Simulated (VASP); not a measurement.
# Co (P6_3/mmc) in VASP: a series of runs, part 2 of 2

VASP 6.6.1. The steps go on from the part before.

## 3. Single point, PBE, collinear spin, ferromagnetic start

This run uses another cell than the first one, of the same volume but with other edges.

File INCAR:

```
SYSTEM = Co
ALGO = Fast ; EDIFF = 1E-7
ENCUT = 520 ; GGA = PE
ISIF = 2 ; ISMEAR = 0
ISPIN = 2 ; LASPH = .TRUE.
LCHARG = .TRUE. ; LELF = .TRUE.
LMAXMIX = 4 ; LORBIT = 11
LREAL = .FALSE. ; LVHAR = .TRUE.
LWAVE = .FALSE. ; MAGMOM = 1.86 1.86
NBANDS = 20 ; NELM = 150
PREC = Accurate ; SIGMA = 0.15
```

File KPOINTS:

```
k-points
0
G
  21 21 12
  0 0 0
```

File POSCAR:

```
Co
1.0
    2.4186000000      0.0000000000      0.0000000000
   -1.2093000000      2.0945690416      0.0000000000
    0.0000000000      0.0000000000      3.8710000000
Co
2
Direct
    0.3333333333      0.6666666667      0.2500000000
    0.6666666667      0.3333333333      0.7500000000
```

Potentials or basis: VASP PAW PBE potentials, release 64 (Co).

The run is started by

```
cat potpaw_PBE.64/Co/POTCAR > POTCAR
mpirun -np 1 vasp_std > vasp.out
```

OUTCAR:

```text
SYSTEM = Co
   EDIFF = 1E-7
   ENCUT = 520
   GGA = PE
   ISIF = 2
   ISMEAR = 0
   ISPIN = 2
   LASPH = .TRUE.
   LORBIT = 11
   LREAL = .FALSE.
   NELM = 150
   PREC = Accurate

 ion  position               nearest neighbor table
   1  0.333  0.667  0.250-   2 2.39   2 2.39   2 2.39   2 2.39   2 2.39   2 2.39
   2  0.667  0.333  0.750-   1 2.39   1 2.39   1 2.39   1 2.39   1 2.39   1 2.39

  LATTYP: Found a hexagonal cell.
 ALAT       =     2.4186000000
 C/A-ratio  =     1.6005126933

  Lattice vectors:

 A1 = (   2.4186000000,   0.0000000000,   0.0000000000)
 A2 = (  -1.2093000000,   2.0945690416,   0.0000000000)
 A3 = (   0.0000000000,   0.0000000000,   3.8710000000)

Analysis of symmetry for initial positions (statically):
=====================================================================
 Subroutine PRICEL returns:
 Original cell was already a primitive cell.

 Routine SETGRP: Setting up the symmetry group for a
 hexagonal supercell.

 Subroutine GETGRP returns: Found 24 space group operations
 (whereof 12 operations were pure point group operations)
 out of a pool of 24 trial point group operations.

The static configuration has the point symmetry D_3d.
 The point group associated with its full space group is D_6h.

Analysis of symmetry for dynamics (positions and initial velocities):
=====================================================================
 Subroutine PRICEL returns:
 Original cell was already a primitive cell.

 Routine SETGRP: Setting up the symmetry group for a
 hexagonal supercell.

 Subroutine GETGRP returns: Found 24 space group operations
 (whereof 12 operations were pure point group operations)
 out of a pool of 24 trial point group operations.

The dynamic configuration has the point symmetry D_3d.
 The point group associated with its full space group is D_6h.

Analysis of structural, dynamic, and magnetic symmetry:
=====================================================================
 Subroutine PRICEL returns:
 Original cell was already a primitive cell.

 Routine SETGRP: Setting up the symmetry group for a
 hexagonal supercell.

 Subroutine GETGRP returns: Found 24 space group operations
 (whereof 12 operations were pure point group operations)
 out of a pool of 24 trial point group operations.

The overall configuration has the point symmetry D_3d.
 The point group associated with its full space group is D_6h.

 Subroutine INISYM returns: Found 24 space group operations
 (whereof 12 operations are pure point group operations),
 and found     1 'primitive' translations

----------------------------------------------------------------------------------------

                                     Primitive cell

  volume of cell :      19.6102

  direct lattice vectors                    reciprocal lattice vectors
     2.418600000  0.000000000  0.000000000     0.413462334  0.238712590  0.000000000
    -1.209300000  2.094569042  0.000000000     0.000000000  0.477425179  0.000000000
     0.000000000  0.000000000  3.871000000     0.000000000  0.000000000  0.258331181

  length of vectors
     2.418600000  2.418600000  3.871000000     0.477425179  0.477425179  0.258331181

  position of ions in fractional coordinates (direct lattice)
     0.333333333  0.666666667  0.250000000
     0.666666667  0.333333333  0.750000000

  ion indices of the primitive-cell ions
   primitive index   ion index
                 1           1
                 2           2
[... 63 lines left out ...]
   PREC   = accura    normal or accurate (medium, high low for compatibility)
   ISTART =      0    job   : 0-new  1-cont  2-samecut
   ICHARG =      2    charge: 1-file 2-atom 10-const
   ISPIN  =      2    spin polarized calculation?
   LNONCOLLINEAR =      F non collinear calculations
   LSORBIT =      F    spin-orbit coupling
   LASPH  =      T    aspherical Exc in radial PAW
   ENCUT  =  520.0 eV  38.22 Ry    6.18 a.u.   4.50  4.50  7.20*2*pi/ulx,y,z
   NELM   =    150;   NELMIN=  2; NELMDL= -5     # of ELM steps
   EDIFF  = 0.1E-06   stopping-criterion for ELM
   LREAL  =      F    real-space projection
   EDIFFG = 0.1E-05   stopping-criterion for IOM
   NSW    =      0    number of steps for IOM
   IBRION =     -1    ionic relax: 0-MD 1-quasi-New 2-CG
   NFREE  =      0    steps in history (QN), initial steepest desc. (CG)
   ISIF   =      2    stress and relaxation
   ISYM   =      2    0-nonsym 1-usesym 2-fastsym
   POTIM  = 0.5000    time-step for ionic-motion
   TEBEG  =    0.0;   TEEND  =   0.0 temperature during run
   PSTRESS=    0.0 pullay stress
   NELECT =      18.0000    total number of electrons
   NUPDOWN=      -1.0000    fix difference up-down
   EMIN   =  10.00;   EMAX   =-10.00  energy-range for DOS
   EFERMI =   0.00;   METHOD = LEGACY
   ISMEAR =     0;   SIGMA  =   0.15  broadening in eV -4-tet -1-fermi 0-gaus
   EFERMI_NEDOS =   21; number of points for ismear=-14 and -15
   IALGO  =     68    algorithm
   IMIX   =      4    mixing-type and parameters
     AMIX     =   0.40;   BMIX     =  1.00
     AMIX_MAG =   1.60;   BMIX_MAG =  1.00
  volume/ion in A,a.u.               =       9.81        66.17
  Fermi-wavevector in a.u.,A,eV,Ry     =   1.591006  3.006565 34.440410  2.531299
  Thomas-Fermi vector in A             =   2.689613
   LORBIT       =     11    0 simple, 1 ext, 2 COOP (PROOUT), +10 PAW based schemes
   GGA     = PE    functional components
   LHFCALC =     F    Hartree Fock is set to
   AEXX    =    0.0000 exact exchange contribution
   IVDW    =     0    specifies the selected vdW correction
   LEPSILON=     F    determine dielectric tensor
   LRPA    =     F    only Hartree local field effects (RPA)
 spin polarized calculation
 RMM-DIIS sequential band-by-band and
 Gauss-broadening in eV      SIGMA  =   0.15
  energy-cutoff  :      520.00
  volume of cell :       19.61
 maximum number of plane-waves:       546
 NGX is ok and might be reduce to    18

 number of electron      18.0000011 magnetization       3.0456706

 Free energy of the ion-electron system (eV)
  ---------------------------------------------------
  ext. energy  EPLUGINS =         0.00000000
  ---------------------------------------------------
  free energy    TOTEN  =       -13.92718324 eV

  energy without entropy =      -13.91022468  energy(sigma->0) =      -13.91870396

 E-fermi :  11.7466     XC(G=0): -14.0102

 val. band max:       11.7442422316   @ k =   0.1905   0.1905   0.3333
 cond. band min:      11.7479655650   @ k =   0.1429   0.0952   0.1667
 fundamental gap:      0.0037233334
 Fermi energy:        11.7466046873

 spin component 1

 k-point     1 :       0.0000    0.0000    0.0000
  band No.  band energies     occupation
      1       2.2538      1.00000
      2       6.1486      1.00000
      3       9.0323      1.00000
      4       9.0323      1.00000
      5       9.0742      1.00000
      6       9.4168      1.00000
[... 541 lines left out ...]
     19      38.4381      0.00000
     20      39.9504      0.00000

 [... further k-points ...]

 spin component 2

 k-point     1 :       0.0000    0.0000    0.0000
  band No.  band energies     occupation
      1       2.2652      1.00000
      2       7.0533      1.00000
      3      10.5813      1.00000
      4      10.5813      1.00000
      5      10.6356      1.00000
      6      11.0228      1.00000
[... 541 lines left out ...]
     19      38.6420      0.00000
     20      40.3961      0.00000

 [... further k-points ...]
[... 5 lines left out ...]
  --------------------------------------------------------------------------------------
  -------------------------------------------------------------------------------------
  Total        3.0835299      3.0835299      3.5549275     -0.0000000      0.0000000      0.0000000
  in kB      251.9282338    251.9282338    290.4420070     -0.0000000      0.0000000      0.0000000
  external PRESSURE =     264.7661582 kB  Pullay stress =       0.0000000 kB

 VOLUME and BASIS-vectors are now :
 -----------------------------------------------------------------------------
  energy-cutoff  :      520.00
  volume of cell :       19.61
      direct lattice vectors                 reciprocal lattice vectors
     2.418600000  0.000000000  0.000000000     0.413462334  0.238712590  0.000000000
    -1.209300000  2.094569042  0.000000000     0.000000000  0.477425179  0.000000000
     0.000000000  0.000000000  3.871000000     0.000000000  0.000000000  0.258331181

 POSITION                                       TOTAL-FORCE (eV/Angst)
 -----------------------------------------------------------------------------------
     -0.00000      1.39638      0.96775         0.000000     -0.000000      0.000000
      1.20930      0.69819      2.90325        -0.000000      0.000000      0.000000
 -----------------------------------------------------------------------------------
    total drift:                                0.000000     -0.000000     -0.000000

  FREE ENERGIE OF THE ION-ELECTRON SYSTEM (eV)
  ---------------------------------------------------
  free  energy   TOTEN  =       -13.9271832354 eV

  energy  without entropy=      -13.9102246762  energy(sigma->0) =      -13.91870396

 total charge

# of ion       s       p       d       tot
------------------------------------------
    1        0.534   0.616   7.343   8.492
    2        0.534   0.616   7.343   8.492
--------------------------------------------------
tot          1.068   1.232  14.685  16.984

 magnetization (x)

# of ion       s       p       d       tot
------------------------------------------
    1       -0.016  -0.056   1.596   1.523
    2       -0.016  -0.056   1.596   1.523
--------------------------------------------------
tot         -0.033  -0.113   3.192   3.046
```

Wall time 4.4 min (1 thread of Oxide Virtual Turin-like, shared host); peak memory 0.25 GiB.

What came out:

```yaml
Free_energy: -13.9272 eV
Pressure: 26.5 GPa
Net_moment: 3.05 μB per cell
Site_moments: Co +1.52 μB
Valence_electrons_inside_the_program's_atomic_spheres: Co 8.49
```

Stress tensor (GPa, compression positive):
```
25.19  0.00  0.00
 0.00 25.19  0.00
 0.00  0.00 29.04
```

## 4. Single point, PBE, collinear spin, ferromagnetic start

This run uses another cell than the first one, of the same volume but with other edges.

INCAR is that of step 3.

KPOINTS is that of step 3.

File POSCAR:

```
Co
1.0
    2.3687000000      0.0000000000      0.0000000000
   -1.1843500000      2.0513543739      0.0000000000
    0.0000000000      0.0000000000      4.0322612623
Co
2
Direct
    0.3333333333      0.6666666667      0.2500000000
    0.6666666667      0.3333333333      0.7500000000
```

The run is started by

```
cat potpaw_PBE.64/Co/POTCAR > POTCAR
mpirun -np 1 vasp_std > vasp.out
```

Wall time 4.5 min (1 thread of Oxide Virtual Turin-like, shared host); peak memory 0.25 GiB.

Results (log left out):

| Item | Value |
| --- | --- |
| Free energy | -13.8793 eV |
| Pressure | 27.9 GPa |
| Net moment | 3.09 μB per cell |
| Site moments | Co +1.54 μB |
| Valence electrons inside the program's atomic spheres | Co 8.50 |

Stress tensor (GPa, compression positive):
```
35.20  0.00  0.00
 0.00 35.20  0.00
 0.00  0.00 13.36
```

Levels at points of the mesh, in eV from the Fermi level:
Spin up:
```csv
k point,band 6,band 7,band 8,band 9,band 10,band 11,band 12,band 13,band 14,band 15
"(0.00, 0.00, 0.00)",-2.42,-2.42,-1.79,-1.79,-0.75,-0.72,-0.72,6.54,23.54,24.98
"(0.00, 0.00, 0.50)",-2.74,-2.74,-2.74,-1.06,-1.06,-1.06,-1.06,14.87,14.87,24.28
```
Spin down:
| k point | band 5 | band 6 | band 7 | band 8 | band 9 | band 10 |
| --- | --- | --- | --- | --- | --- | --- |
| (0.00, 0.00, 0.00) | -1.17 | -0.82 | -0.82 | -0.77 | -0.03 | -0.03 |
| (0.00, 0.00, 0.50) | -1.18 | -1.18 | -1.18 | -1.18 | 0.76 | 0.76 |

## 5. Overview

```csv
cell,gap on the mesh (eV),pressure (GPa),moment (μB)
"a = 2.468, b = 2.468, c = 3.710 Å, angles 90.0, 90.0, 120.0°, 2 atoms",none,28.3,2.99
"a = 2.419, b = 2.419, c = 3.871 Å, angles 90.0, 90.0, 120.0°, 2 atoms",none,26.5,3.05
"a = 2.369, b = 2.369, c = 4.032 Å, angles 90.0, 90.0, 120.0°, 2 atoms",none,27.9,3.09
```

Alike in all rows: task single point; level PBE; potentials or basis VASP PAW PBE potentials, release 64 (Co); spin collinear, ferromagnetic start; k mesh 21 × 21 × 12; cutoff (eV) 520; smearing gaussian 0.15 eV.

Total energies depend on the potentials used, so only differences within one code and one set of settings carry meaning.
